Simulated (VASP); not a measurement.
Input of a VASP 6.6.1 run:

The input INCAR:

```
SYSTEM = Li3Mg3B2N6
  ALGO = Fast
  DIPOL = 0.5 0.5 0.500
  EDIFF = 1E-6
  ENCUT = 520
  GGA = PS
  IDIPOL = 3
  ISIF = 2
  ISMEAR = 0
  LASPH = .True.
  LCHARG = .False.
  LDIPOL = .True.
  LREAL = .False.
  LWAVE = .False.
  NBANDS = 38
  NELM = 80
  PREC = Accurate
  SIGMA = 0.05
```

The input KPOINTS:

```
k-points
0
Gamma
  7 7 1
  0 0 0
```

POSCAR

```
Li3Mg3B2N6
1.0
    3.7791680991      0.0000000000      0.0000000000
    0.0000000000      3.7791680991      0.0000000000
    0.0000000000      0.0000000000     32.5870566249
N Li Mg B
6 3 3 2
Direct
    0.5000000000      0.5000000000      0.3375573353
    0.0000000000      0.0000000000      0.3909165656
    0.0000000000      0.0000000000      0.4733203849
    0.5000000000      0.5000000000      0.5266796151
    0.5000000000      0.5000000000      0.6090834344
    0.0000000000      0.0000000000      0.6624426647
    0.0000000000      0.5000000000      0.3642369504
    0.5000000000      0.0000000000      0.5000000000
    0.0000000000      0.5000000000      0.6357630496
    0.5000000000      0.0000000000      0.3642369504
    0.0000000000      0.5000000000      0.5000000000
    0.5000000000      0.0000000000      0.6357630496
    0.0000000000      0.0000000000      0.4321184752
    0.5000000000      0.5000000000      0.5678815248
```

Potentials or basis: VASP PAW PBE potentials, release 64 (N, Li_sv, Mg, B).

Command:

```bash
$ cat potpaw_PBE.64/N/POTCAR potpaw_PBE.64/Li_sv/POTCAR potpaw_PBE.64/Mg/POTCAR potpaw_PBE.64/B/POTCAR > POTCAR
$ mpirun -np 1 vasp_std > vasp.out
```

**Question.** Predict the largest force.

**Answer.** 1.332 eV/Å.

**Question.** Predict the band gap on the k mesh.

**Answer.** Zero (an odd number of electrons rules out a gap without spin polarisation).

Forces in eV/Å, atoms in the order of the input:
```
N    0.000  0.000  1.332
N    0.000  0.000  0.205
N    0.000  0.000  0.056
N    0.000  0.000 -0.056
N    0.000  0.000 -0.205
N    0.000  0.000 -1.332
Li   0.000  0.000 -0.485
Li   0.000  0.000  0.000
Li   0.000  0.000  0.485
Mg   0.000  0.000 -1.179
Mg   0.000  0.000  0.000
Mg   0.000  0.000  1.179
B    0.000  0.000  0.106
B    0.000  0.000 -0.106
```

Caveat: the PAW data sets were made with another functional, which shifts forces and pressure a little; an odd number of electrons without spin polarisation forces a metal; a magnetic or distorted state may lie lower.
